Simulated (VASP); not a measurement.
# Ga (Fd-3m) in VASP: further runs

The runs below take Ga through single point, with RPBE.

All numbers are computed with VASP 6.6.1; they aren't measurements. Logs are shortened: lines on timing, memory, paths and dates and some standing lists are left out, and cuts for length are marked.

### Step 1. The cell of the first run

Symmetry: Fd-3m, No. 227, cubic system. Conventional cell: a = 5.972 Å, b = 5.972 Å, c = 5.972 Å, α = 90.00°, β = 90.00°, γ = 90.00°. Within 3.4 Å of Ga (site symmetry -43m) lie 4 Ga at 2.59 Å.

This isn't the form of Ga at room conditions, which is orthorhombic.

### Step 2. Single point, RPBE

Input file INCAR:

```
PREC = Accurate ; ENCUT = 520
EDIFF = 1E-7 ; ISMEAR = -1
SIGMA = 0.1 ; LREAL = F
LASPH = T ; NELM = 80
ALGO = Normal ; ISIF = 2
LWAVE = F ; LCHARG = F
GGA = RP ; NBANDS = 20
```

Input file KPOINTS:

```
regular mesh
0
Gamma
  9 9 9
```

Input file POSCAR:

```
Ga
1.0
    0.0000000000      2.9858606289      2.9858606289
    2.9858606289      0.0000000000      2.9858606289
    2.9858606289      2.9858606289      0.0000000000
Ga
2
Direct
    0.1250000000      0.1250000000      0.1250000000
    0.8750000000      0.8750000000      0.8750000000
```

Potentials or basis: VASP PAW PBE potentials, release 64 (Ga_d).

Run with:

```bash
$ cat potpaw_PBE.64/Ga_d/POTCAR > POTCAR
$ mpirun -np 1 vasp_std > vasp.out
```

OUTCAR:

```text
PREC = Accurate
   ENCUT = 520
   EDIFF = 1E-7
   ISMEAR = -1
   LREAL = F
   LASPH = T
   NELM = 80
   ISIF = 2
   GGA = RP

 ion  position               nearest neighbor table
   1  0.125  0.125  0.125-   2 2.59   2 2.59   2 2.59   2 2.59
   2  0.875  0.875  0.875-   1 2.59   1 2.59   1 2.59   1 2.59

  LATTYP: Found a face centered cubic cell.
 ALAT       =     5.9717212578

  Lattice vectors:

 A1 = (   0.0000000000,   2.9858606289,   2.9858606289)
 A2 = (   2.9858606289,   0.0000000000,   2.9858606289)
 A3 = (   2.9858606289,   2.9858606289,   0.0000000000)

Analysis of symmetry for initial positions (statically):
=====================================================================
 Subroutine PRICEL returns:
 Original cell was already a primitive cell.

 Routine SETGRP: Setting up the symmetry group for a
 face centered cubic supercell.

 Subroutine GETGRP returns: Found 48 space group operations
 (whereof 12 operations were pure point group operations)
 out of a pool of 48 trial point group operations.

The static configuration has the point symmetry D_3d.
 The point group associated with its full space group is O_h .

Analysis of symmetry for dynamics (positions and initial velocities):
=====================================================================
 Subroutine PRICEL returns:
 Original cell was already a primitive cell.

 Routine SETGRP: Setting up the symmetry group for a
 face centered cubic supercell.

 Subroutine GETGRP returns: Found 48 space group operations
 (whereof 12 operations were pure point group operations)
 out of a pool of 48 trial point group operations.

The dynamic configuration has the point symmetry D_3d.
 The point group associated with its full space group is O_h .

 Subroutine INISYM returns: Found 48 space group operations
 (whereof 12 operations are pure point group operations),
 and found     1 'primitive' translations

----------------------------------------------------------------------------------------

                                     Primitive cell

  volume of cell :      53.2401

  direct lattice vectors                    reciprocal lattice vectors
     0.000000000  2.985860629  2.985860629    -0.167455907  0.167455907  0.167455907
     2.985860629  0.000000000  2.985860629     0.167455907 -0.167455907  0.167455907
     2.985860629  2.985860629  0.000000000     0.167455907  0.167455907 -0.167455907

  length of vectors
     4.222644597  4.222644597  4.222644597     0.290042139  0.290042139  0.290042139

  position of ions in fractional coordinates (direct lattice)
     0.125000000  0.125000000  0.125000000
     0.875000000  0.875000000  0.875000000

  ion indices of the primitive-cell ions
   primitive index   ion index
                 1           1
                 2           2

----------------------------------------------------------------------------------------

 KPOINTS: regular mesh

Automatic generation of k-mesh.
 Grid dimensions read from file:
 generate k-points for:    9    9    9

 Generating k-lattice:

  Cartesian coordinates                     Fractional coordinates (reciprocal lattice)
    -0.018606212  0.018606212  0.018606212     0.111111111  0.000000000  0.000000000
     0.018606212 -0.018606212  0.018606212     0.000000000  0.111111111  0.000000000
     0.018606212  0.018606212 -0.018606212     0.000000000  0.000000000  0.111111111

  Length of vectors
     0.032226904  0.032226904  0.032226904

  Shift w.r.t. Gamma in fractional coordinates (k-lattice)
     0.000000000  0.000000000  0.000000000

 Subroutine IBZKPT returns following result:
 ===========================================

 Found     35 irreducible k-points:

 Following reciprocal coordinates:
            Coordinates               Weight
  0.000000  0.000000  0.000000      1.000000
  0.111111  0.000000  0.000000      8.000000
  0.222222  0.000000  0.000000      8.000000
  0.333333  0.000000  0.000000      8.000000
  0.444444  0.000000  0.000000      8.000000
  0.111111  0.111111  0.000000      6.000000
[... 16 lines left out ...]
 -0.333333  0.333333  0.000000     12.000000
  0.444444  0.444444  0.000000      6.000000
 [... further k-points ...]
   k-points           NKPTS =     35   k-points in BZ     NKDIM =     35   number of bands    NBANDS=     20
   number of dos      NEDOS =    301   number of ions     NIONS =      2
   total plane-waves  NPLWV =  32768
   dimension x,y,z NGX =    32 NGY =   32 NGZ =   32
   dimension x,y,z NGXF=    64 NGYF=   64 NGZF=   64
   ions per type =               2
   NGX,Y,Z   is equivalent  to a cutoff of  12.60, 12.60, 12.60 a.u.
   NGXF,Y,Z  is equivalent  to a cutoff of  25.20, 25.20, 25.20 a.u.
 SYSTEM =  unknown system
   PREC   = accura    normal or accurate (medium, high low for compatibility)
   ISTART =      0    job   : 0-new  1-cont  2-samecut
   ICHARG =      2    charge: 1-file 2-atom 10-const
   ISPIN  =      1    spin polarized calculation?
   LNONCOLLINEAR =      F non collinear calculations
   LSORBIT =      F    spin-orbit coupling
   LASPH  =      T    aspherical Exc in radial PAW
   ENCUT  =  520.0 eV  38.22 Ry    6.18 a.u.   7.85  7.85  7.85*2*pi/ulx,y,z
   NELM   =     80;   NELMIN=  2; NELMDL= -5     # of ELM steps
   EDIFF  = 0.1E-06   stopping-criterion for ELM
   LREAL  =      F    real-space projection
   EDIFFG = 0.1E-05   stopping-criterion for IOM
   NSW    =      0    number of steps for IOM
   IBRION =     -1    ionic relax: 0-MD 1-quasi-New 2-CG
   NFREE  =      0    steps in history (QN), initial steepest desc. (CG)
   ISIF   =      2    stress and relaxation
   ISYM   =      2    0-nonsym 1-usesym 2-fastsym
   POTIM  = 0.5000    time-step for ionic-motion
   TEBEG  =    0.0;   TEEND  =   0.0 temperature during run
   PSTRESS=    0.0 pullay stress
   NELECT =      26.0000    total number of electrons
   NUPDOWN=      -1.0000    fix difference up-down
   EMIN   =  10.00;   EMAX   =-10.00  energy-range for DOS
   EFERMI =   0.00;   METHOD = LEGACY
   ISMEAR =    -1;   SIGMA  =   0.10  broadening in eV -4-tet -1-fermi 0-gaus
   EFERMI_NEDOS =   21; number of points for ismear=-14 and -15
   IALGO  =     38    algorithm
   IMIX   =      4    mixing-type and parameters
     AMIX     =   0.40;   BMIX     =  1.00
     AMIX_MAG =   1.60;   BMIX_MAG =  1.00
  volume/ion in A,a.u.               =      26.62       179.64
  Fermi-wavevector in a.u.,A,eV,Ry     =   1.289198  2.436232 22.613324  1.662032
  Thomas-Fermi vector in A             =   2.421106
   LORBIT       =      0    0 simple, 1 ext, 2 COOP (PROOUT), +10 PAW based schemes
   GGA     = RP    functional components
   LHFCALC =     F    Hartree Fock is set to
   AEXX    =    0.0000 exact exchange contribution
   IVDW    =     0    specifies the selected vdW correction
   LEPSILON=     F    determine dielectric tensor
   LRPA    =     F    only Hartree local field effects (RPA)
 non-spin polarized calculation
  energy-cutoff  :      520.00
  volume of cell :       53.24
 maximum number of plane-waves:      1459
   NGX = 15   NGY = 15   NGZ = 15

 number of electron      26.0000025 magnetization

 Free energy of the ion-electron system (eV)
  ---------------------------------------------------
  ext. energy  EPLUGINS =         0.00000000
  ---------------------------------------------------
  free energy    TOTEN  =        -4.60557273 eV

  energy without entropy =       -4.55598639  energy(sigma->0) =       -4.58077956

 E-fermi :   2.4452     XC(G=0):  -8.9311

 val. band max:        2.4304758052   @ k =   0.3333   0.3333   0.0000
 cond. band min:       2.4685165811   @ k =   0.4444   0.3333   0.1111
 fundamental gap:      0.0380407759
 Fermi energy:         2.4452065047

 k-point     1 :       0.0000    0.0000    0.0000
  band No.  band energies     occupation
      1     -12.3391      2.00000
      2     -12.3391      2.00000
      3     -12.3391      2.00000
      4     -12.3024      2.00000
      5     -12.3024      2.00000
      6     -12.0299      2.00000
[... 12 lines left out ...]
     19       9.9285      0.00000
     20      13.1537      0.00000

 k-point     2 :       0.1111    0.0000    0.0000
  band No.  band energies     occupation
      1     -12.3494      2.00000
      2     -12.3494      2.00000
      3     -12.3370      2.00000
      4     -12.2878      2.00000
      5     -12.2878      2.00000
      6     -12.0373      2.00000
[... 12 lines left out ...]
     19      10.7228      0.00000
     20      12.2362      0.00000

 k-point     3 :       0.2222    0.0000    0.0000
  band No.  band energies     occupation
      1     -12.3613      2.00000
      2     -12.3613      2.00000
      3     -12.3318      2.00000
      4     -12.2664      2.00000
      5     -12.2664      2.00000
      6     -12.0492      2.00000
[... 12 lines left out ...]
     19      11.4210      0.00000
     20      11.8503      0.00000

 k-point     4 :       0.3333    0.0000    0.0000
  band No.  band energies     occupation
      1     -12.3664      2.00000
      2     -12.3664      2.00000
      3     -12.3260      2.00000
      4     -12.2531      2.00000
      5     -12.2531      2.00000
      6     -12.0551      2.00000
[... 12 lines left out ...]
     19      11.5229      0.00000
     20      12.5804      0.00000

 k-point     5 :       0.4444    0.0000    0.0000
  band No.  band energies     occupation
      1     -12.3672      2.00000
      2     -12.3672      2.00000
      3     -12.3221      2.00000
      4     -12.2491      2.00000
      5     -12.2491      2.00000
      6     -12.0623      2.00000
[... 12 lines left out ...]
     19      13.4432      0.00000
     20      14.1063      0.00000
[... 353 lines left out ...]
      6     -12.1368      2.00000
[... 12 lines left out ...]
     19      14.5138      0.00000
     20      15.2279      0.00000

 k-point    22 :      -0.4444    0.3333    0.0000
  band No.  band energies     occupation
      1     -12.4002      2.00000
      2     -12.3776      2.00000
      3     -12.2925      2.00000
      4     -12.2105      2.00000
      5     -12.1729      2.00000
      6     -12.1414      2.00000
[... 12 lines left out ...]
     19      13.1503      0.00000
     20      14.0906      0.00000

 k-point    23 :      -0.3333    0.3333    0.0000
  band No.  band energies     occupation
      1     -12.4046      2.00000
      2     -12.3813      2.00000
      3     -12.2826      2.00000
      4     -12.1836      2.00000
      5     -12.1692      2.00000
      6     -12.1635      2.00000
[... 12 lines left out ...]
     19      11.1479      0.00000
     20      12.5181      0.00000

 k-point    24 :       0.4444    0.4444    0.0000
  band No.  band energies     occupation
      1     -12.3748      2.00000
      2     -12.3747      2.00000
      3     -12.3166      2.00000
      4     -12.2645      2.00000
      5     -12.1667      2.00000
      6     -12.1120      2.00000
[... 12 lines left out ...]
     19      14.4737      0.00000
     20      15.9365      0.00000

 [... further k-points ...]

------------------------ aborting loop because EDIFF is reached ----------------------------------------

  FORCE on cell =-STRESS in cart. coord.  units (eV):
  Direction    XX          YY          ZZ          XY          YZ          ZX
  --------------------------------------------------------------------------------------
  -------------------------------------------------------------------------------------
  Total        0.0336664      0.0336664      0.0336664     -0.0000000      0.0000000     -0.0000000
  in kB        1.0131393      1.0131393      1.0131393     -0.0000000      0.0000000     -0.0000000
  external PRESSURE =       1.0131393 kB  Pullay stress =       0.0000000 kB

 VOLUME and BASIS-vectors are now :
 -----------------------------------------------------------------------------
  energy-cutoff  :      520.00
  volume of cell :       53.24
      direct lattice vectors                 reciprocal lattice vectors
     0.000000000  2.985860629  2.985860629    -0.167455907  0.167455907  0.167455907
     2.985860629  0.000000000  2.985860629     0.167455907 -0.167455907  0.167455907
     2.985860629  2.985860629  0.000000000     0.167455907  0.167455907 -0.167455907

 POSITION                                       TOTAL-FORCE (eV/Angst)
 -----------------------------------------------------------------------------------
      0.74647      0.74647      0.74647        -0.000000      0.000000      0.000000
      5.22526      5.22526      5.22526         0.000000     -0.000000     -0.000000
 -----------------------------------------------------------------------------------
    total drift:                                0.000000      0.000000     -0.000000

  FREE ENERGIE OF THE ION-ELECTRON SYSTEM (eV)
  ---------------------------------------------------
  free  energy   TOTEN  =        -4.6055727313 eV

  energy  without entropy=       -4.5559863877  energy(sigma->0) =       -4.58077956
```

It took 45 s on 1 thread of Intel Xeon 8259CL, shared host; peak memory 0.18 GiB.

Results:

- Free energy: -4.6056 eV
- Pressure: 0.1 GPa
- Band gap on the k mesh: zero (bands 13 and 14 overlap by 3.51 eV)

Caveat: the PAW data sets were made with another functional, which shifts forces and pressure a little.

### Step 3. Single point, RPBE (23.43 Å³/atom)

This run uses another cell than the first one, of 23.43 Å³/atom.

Input file INCAR:

```
PREC = Accurate ; ENCUT = 520
EDIFF = 1E-6 ; ISMEAR = -1
SIGMA = 0.1 ; LREAL = False
LASPH = True ; NELM = 100
ALGO = Normal ; ISIF = 2
LWAVE = False ; LCHARG = True
GGA = RP ; LELF = True
LVHAR = True ; NBANDS = 20
```

Input file KPOINTS:

```
regular mesh
0
Gamma
  10 10 10
```

Input file POSCAR:

```
Ga
1.0
    0.0000000000      2.8613023816      2.8613023816
    2.8613023816      0.0000000000      2.8613023816
    2.8613023816      2.8613023816      0.0000000000
Ga
2
Direct
    0.1250000000      0.1250000000      0.1250000000
    0.8750000000      0.8750000000      0.8750000000
```

Potentials or basis: VASP PAW PBE potentials, release 64 (Ga_d).

Run with:

```bash
$ cat potpaw_PBE.64/Ga_d/POTCAR > POTCAR
$ mpirun -np 1 vasp_std > vasp.out
```

Wall time 78 s (1 thread of Intel Xeon 8259CL, shared host); peak memory 0.18 GiB.

The run converged. Its results:

* Free energy: -4.5114 eV
* Pressure: 5.5 GPa
* Band gap on the k mesh: zero (bands 13 and 14 overlap by 4.48 eV)

Levels at points of the mesh, in eV from the Fermi level:
| k point | band 11 | band 12 | band 13 | band 14 | band 15 | band 16 |
| --- | --- | --- | --- | --- | --- | --- |
| (0.00, 0.00, 0.00) | -9.72 | 2.96 | 2.96 | 2.96 | 4.33 | 5.00 |
| (0.50, 0.00, 0.00) | -7.36 | -4.82 | 1.37 | 1.37 | 3.37 | 5.96 |
| (0.50, 0.50, 0.00) | -5.60 | -5.60 | -0.55 | -0.55 | 2.90 | 2.90 |

Caveat: the cell stands under pressure; the PAW data sets were made with another functional, which shifts forces and pressure a little.

The gap in the log of VASP goes by the Fermi energy; the results here count the filled bands.